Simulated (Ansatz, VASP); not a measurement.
Two plane-wave programs on HfSi3

INCAR

```
ALGO = Normal
EDIFF = 1E-6
EDIFFG = -0.01
ENCUT = 600
GGA = PE
IBRION = 2
ISIF = 3
ISMEAR = 0
LASPH = T
LCHARG = F
LREAL = F
LWAVE = F
NELM = 100
NSW = 100
PREC = Accurate
SIGMA = 0.1
```

KPOINTS

```
k-points
0
Gamma
  16 16 16
```

Contents of POSCAR:

```
HfSi3
1.0
   -1.9327287453      1.9327287453      4.3172642103
    1.9327287453     -1.9327287453      4.3172642103
    1.9327287453      1.9327287453     -4.3172642103
Hf Si
1 3
Direct
    0.0000000000      0.0000000000      0.0000000000
    0.5000000000      0.5000000000      0.0000000000
    0.2500000000      0.7500000000      0.5000000000
    0.7500000000      0.2500000000      0.5000000000
```

Input for Ansatz:

```yaml
crystal:
  lattice:
    - [-1.9327287453, 1.9327287453, 4.3172642103]
    - [1.9327287453, -1.9327287453, 4.3172642103]
    - [1.9327287453, 1.9327287453, -4.3172642103]
  atoms:
    - { symbol: Hf, position: [0.0, 0.0, 0.0] }
    - { symbol: Si, position: [0.5, 0.5, 0.0] }
    - { symbol: Si, position: [0.25, 0.75, 0.5] }
    - { symbol: Si, position: [0.75, 0.25, 0.5] }
basis:
  ecutwfc: 420
kpoints:
  mp_grid: { grid: [16, 16, 16] }
hamiltonian:
  xc: pbe
scf:
  occupations: { method: gaussian, width: 0.1 }
output:
  forces: true
  stress: true
  eigenvalues: true
relax:
  adjacent_minimum: "off"
  f_tol: 0.01
  max_steps: 80
  cell: { stress_tol: 0.05 }
```

Alike in both runs: task relaxation of cell and atoms; functional PBE; k mesh 16 × 16 × 16; occupations gaussian, width 0.1 eV; no spin polarisation.

|  | VASP | Ansatz |
| --- | --- | --- |
| version | VASP 6.6.1 | Ansatz 0.2.0 |
| potentials or method | VASP PAW PBE potentials, release 64 (Hf_pv, Si), cutoff 600 eV | scalar-relativistic, plane waves, PAW |
| valence electrons in the cell | 22 | 38 |

```tsv
	VASP	Ansatz	Ansatz less VASP
gap on the k mesh at the Fermi level, each at its own relaxed structure (eV)	none	none	-
relaxed volume (Å³/atom)	15.80	15.82	+0.015
relaxed length of the cell vector where the two differ most in proportion (Å)	5.164	5.166	+0.0018
```

A gap of «none» marks a metal or a gap that the smearing closes. VASP's potentials hold 22 valence electrons a cell and Ansatz's 38, so a difference there can come from the potentials and not from the codes.

Neither program's run includes spin-orbit coupling.
